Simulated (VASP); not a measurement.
A run of VASP 6.6.1 is set up as follows.

INCAR

```
SYSTEM = SiO2
PREC = Accurate
ENCUT = 520
EDIFF = 1E-6
ISMEAR = 0
SIGMA = 0.02
LREAL = .False.
LASPH = .True.
NELM = 80
ALGO = Normal
ISIF = 2
LWAVE = .False.
LCHARG = .False.
GGA = CA
NBANDS = 44
```

File KPOINTS:

```
Automatic mesh
0
Gamma
  6 6 6
  0 0 0
```

POSCAR

```
SiO2
1.0
   -4.1863436358      4.1863436358      2.5988067445
    4.1863436358     -4.1863436358      2.5988067445
    4.1863436358      4.1863436358     -2.5988067445
Si O
4 8
Direct
    0.1801719365      0.1801719365      0.3603438731
    0.8198280635      0.1801719365      0.0000000000
    0.1801719365      0.8198280635      0.0000000000
    0.8198280635      0.8198280635      0.6396561269
    0.5000000000      0.5000000000      0.5000000000
    0.0000000000      0.5000000000      0.0000000000
    0.5000000000      0.0000000000      0.0000000000
    0.0000000000      0.0000000000      0.5000000000
    0.0000000000      0.2241848220      0.2241848220
    0.7758151780      0.0000000000      0.7758151780
    0.2241848220      0.0000000000      0.2241848220
    0.0000000000      0.7758151780      0.7758151780
```

Potentials or basis: VASP PAW LDA potentials, release 64 (Si, O).

Command:

```bash
$ cat potpaw_LDA.64/Si/POTCAR potpaw_LDA.64/O/POTCAR > POTCAR
$ mpirun -np 1 vasp_std > vasp.out
```

Question: Estimate the pressure.

Answer: 20.5 GPa.

Question: Estimate the largest force.

Answer: 0.046 eV/Å.

Question: Predict the band gap on the k mesh.

Answer: 5.13 eV.

Forces on the atoms (eV/Å):
```
Si   0.032  0.032  0.000
Si   0.032 -0.032  0.000
Si  -0.032  0.032  0.000
Si  -0.032 -0.032  0.000
O    0.000  0.000  0.000
O    0.000  0.000  0.000
O    0.000  0.000  0.000
O    0.000  0.000  0.000
O    0.006  0.000  0.000
O    0.000 -0.006  0.000
O    0.000  0.006  0.000
O   -0.006  0.000  0.000
```

Caveat: the cell stands under pressure. A k mesh can miss the band edges.
